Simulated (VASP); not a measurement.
**ZrB2: single point with PBE**

ZrB2:

```
CELL_PARAMETERS angstrom
3.08311 0.00000 0.00000
-1.54155 2.67005 0.00000
0.00000 0.00000 3.43616
ATOMIC_POSITIONS crystal
Zr 0.00000 0.00000 0.00000
B 0.33333 0.66667 0.50000
B 0.66667 0.33333 0.50000
```

```json
{
  "Program": "VASP 6.6.1",
  "Task": "single point",
  "Functional": "PBE",
  "Potentials or basis": "VASP PAW PBE potentials, release 64 (Zr_sv, B)",
  "Cutoff": "520 eV",
  "k mesh": "10 × 10 × 8",
  "Occupations": "gaussian, width 0.1 eV",
  "Spin": "no spin polarisation",
  "Dipole correction": "no",
  "Further INCAR settings": "ALGO = Normal; EDIFF = 1e-06; NBANDS = 16"
}
```

The pressure is 24.7 GPa. The band gap on the k mesh is zero (band 9 reaches 12.10 eV, above the bottom of band 10 at 11.20 eV).

Stress tensor (GPa, compression positive):
```
24.85  0.00  0.00
 0.00 24.85  0.00
 0.00  0.00 24.51
```

Levels at points of the mesh, in eV from the Fermi level:
| k point | band 5 | band 6 | band 7 | band 8 | band 9 | band 10 | band 11 | band 12 | band 13 | band 14 |
| --- | --- | --- | --- | --- | --- | --- | --- | --- | --- | --- |
| (0.00, 0.00, 0.00) | -12.99 | -2.69 | -2.69 | -2.66 | -2.18 | 3.91 | 3.91 | 4.72 | 4.72 | 5.52 |
| (0.50, 0.00, 0.00) | -9.21 | -8.41 | -4.08 | -3.03 | -2.82 | 2.51 | 2.66 | 5.59 | 5.71 | 7.19 |
| (0.00, 0.00, 0.50) | -10.61 | -7.07 | -0.88 | -0.88 | 0.47 | 0.47 | 0.96 | 0.96 | 2.15 | 5.37 |
| (0.50, 0.00, 0.50) | -10.22 | -6.95 | -4.80 | -4.30 | -1.67 | 4.30 | 4.64 | 6.03 | 7.14 | 7.31 |

Run time: 14 s on 1 thread of Intel Xeon 6975P-C (shared host), peak memory 0.16 GiB.
